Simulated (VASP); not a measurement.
# CdSe (ldaat) (P6_3mc) in VASP: notebook, part 2 of 2

VASP 6.6.1. Earlier steps stand in the parts before.

**4. Single point, LDA**

The input, INCAR:

```
SYSTEM = CdSe
PREC = Accurate
ENCUT = 520
EDIFF = 1E-7
ISMEAR = 0
SIGMA = 0.01
LREAL = .FALSE.
LASPH = .TRUE.
NELM = 80
ALGO = Normal
ISIF = 2
LWAVE = .FALSE.
LCHARG = .FALSE.
GGA = CA
NBANDS = 26
```

The input, KPOINTS:

```
Automatic mesh
0
G
  9 9 6
  0 0 0
```

The input, POSCAR:

```
CdSe
1.0
    4.3021423044      0.0000000000      0.0000000000
   -2.1510711522      3.7257645263      0.0000000000
    0.0000000000      0.0000000000      7.0214577968
Cd Se
2 2
Direct
    0.3333333333      0.6666666667     -0.0185055728
    0.6666666667      0.3333333333      0.4814944272
    0.3333333333      0.6666666667      0.3945055728
    0.6666666667      0.3333333333      0.8945055728
```

Potentials or basis: VASP PAW LDA potentials, release 64 (Cd, Se).

The run is started by

```sh
> cat potpaw_LDA.64/Cd/POTCAR potpaw_LDA.64/Se/POTCAR > POTCAR
> mpirun -np 1 vasp_std > vasp.out
```

OUTCAR:

```text
SYSTEM = CdSe
   PREC = Accurate
   ENCUT = 520
   EDIFF = 1E-7
   ISMEAR = 0
   LREAL = .FALSE.
   LASPH = .TRUE.
   NELM = 80
   ISIF = 2
   GGA = CA

 ion  position               nearest neighbor table
   1  0.333  0.667  0.981-   4 2.56   4 2.56   4 2.56   3 2.90
   2  0.667  0.333  0.481-   3 2.56   3 2.56   3 2.56   4 2.90
   3  0.333  0.667  0.395-   2 2.56   2 2.56   2 2.56   1 2.90
   4  0.667  0.333  0.895-   1 2.56   1 2.56   1 2.56   2 2.90

  LATTYP: Found a hexagonal cell.
 ALAT       =     4.3021423044
 C/A-ratio  =     1.6320840409

[... 889 lines left out ...]

 [... further k-points ...]
[... 5 lines left out ...]
  --------------------------------------------------------------------------------------
  -------------------------------------------------------------------------------------
  Total        0.8220118      0.8220118     -2.6823194      0.0000000      0.0000000      0.0000000
  in kB       11.7020296     11.7020296    -38.1850710      0.0000000      0.0000000      0.0000000
  external PRESSURE =      -4.9270039 kB  Pullay stress =       0.0000000 kB

 VOLUME and BASIS-vectors are now :
 -----------------------------------------------------------------------------
  energy-cutoff  :      520.00
  volume of cell :      112.55
      direct lattice vectors                 reciprocal lattice vectors
     4.302142304  0.000000000  0.000000000     0.232442334  0.134200644  0.000000000
    -2.151071152  3.725764526  0.000000000     0.000000000  0.268401289  0.000000000
     0.000000000  0.000000000  7.021457797     0.000000000  0.000000000  0.142420567

 POSITION                                       TOTAL-FORCE (eV/Angst)
 -----------------------------------------------------------------------------------
     -0.00000      2.48384      6.89152         0.000000     -0.000000      0.679982
      2.15107      1.24192      3.38079        -0.000000      0.000000      0.679982
     -0.00000      2.48384      2.77000        -0.000000      0.000000     -0.679982
      2.15107      1.24192      6.28073         0.000000     -0.000000     -0.679982
 -----------------------------------------------------------------------------------
    total drift:                               -0.000000      0.000000      0.000288

  FREE ENERGIE OF THE ION-ELECTRON SYSTEM (eV)
  ---------------------------------------------------
  free  energy   TOTEN  =       -13.2854934074 eV

  energy  without entropy=      -13.2854934074  energy(sigma->0) =      -13.28549341
```

Wall time 76 s (1 thread of AMD EPYC 9R45 (Zen 5), shared host); peak memory 0.23 GiB.

Results:

- Free energy: -13.2855 eV
- Pressure: -0.5 GPa
- Largest force: 0.680 eV/Å
- Band gap on the k mesh: 0.58 eV, direct

Forces on the atoms (eV/Å):
```
Cd   0.000  0.000  0.680
Cd   0.000  0.000  0.680
Se   0.000  0.000 -0.680
Se   0.000  0.000 -0.680
```

Levels at points of the mesh, in eV from the valence-band top:
| k point | band 14 | band 15 | band 16 | band 17 | band 18 | band 19 | band 20 | band 21 | band 22 | band 23 |
| --- | --- | --- | --- | --- | --- | --- | --- | --- | --- | --- |
| (0.00, 0.00, 0.00) | -0.62 | -0.62 | -0.02 | -0.02 | 0.00 | 0.58 | 1.64 | 5.76 | 5.76 | 6.16 |
| (0.00, 0.00, 0.50) | -2.37 | -0.33 | -0.33 | -0.33 | -0.33 | 2.00 | 2.00 | 5.65 | 5.65 | 6.10 |

Expect the measured gap to be larger: semilocal functionals such as LDA lack the derivative discontinuity.

**5. Single point, LDA**

The input, INCAR:

```
PREC = Accurate
ENCUT = 520
EDIFF = 1E-7
ISMEAR = 0
SIGMA = 0.01
LREAL = False
LASPH = True
NELM = 100
ALGO = Normal
ISIF = 2
LWAVE = False
LCHARG = False
GGA = CA
NBANDS = 26
```

The input, KPOINTS:

```
regular mesh
0
Gamma
  9 9 6
```

The input, POSCAR:

```
CdSe
1.0
    4.3021423044      0.0000000000      0.0000000000
   -2.1510711522      3.7257645263      0.0000000000
    0.0000000000      0.0000000000      7.0214577968
Cd Se
2 2
Direct
    0.3333333333      0.6666666667     -0.0278258072
    0.6666666667      0.3333333333      0.4721741928
    0.3333333333      0.6666666667      0.4038258072
    0.6666666667      0.3333333333      0.9038258072
```

The run is started by

```sh
> cat potpaw_LDA.64/Cd/POTCAR potpaw_LDA.64/Se/POTCAR > POTCAR
> mpirun -np 1 vasp_std > vasp.out
```

Run time: 78 s. Hardware: 1 thread of AMD EPYC 9R45 (Zen 5), shared host; peak memory 0.23 GiB.

It converged, with:

```
Free energy            : -13.0974 eV
Pressure               : 0.4 GPa
Largest force          : 0.733 eV/Å
Band gap on the k mesh : 0.67 eV, indirect (the least direct gap lies 2.4 meV higher)
```

Forces on the atoms (eV/Å):
```
Cd   0.000  0.000  0.733
Cd   0.000  0.000  0.733
Se   0.000  0.000 -0.733
Se   0.000  0.000 -0.733
```

Stress tensor (GPa, compression positive):
```
 2.47  0.00  0.00
 0.00  2.47  0.00
 0.00  0.00 -3.87
```

Levels at points of the mesh, in eV from the valence-band top:
| k point | band 15 | band 16 | band 17 | band 18 | band 19 | band 20 | band 21 | band 22 |
| --- | --- | --- | --- | --- | --- | --- | --- | --- |
| (0.00, 0.00, 0.00) | -0.54 | 0.00 | 0.00 | 0.00 | 0.67 | 1.51 | 5.81 | 5.81 |
| (0.00, 0.00, 0.50) | -0.28 | -0.28 | -0.28 | -0.28 | 1.92 | 1.92 | 5.73 | 5.73 |
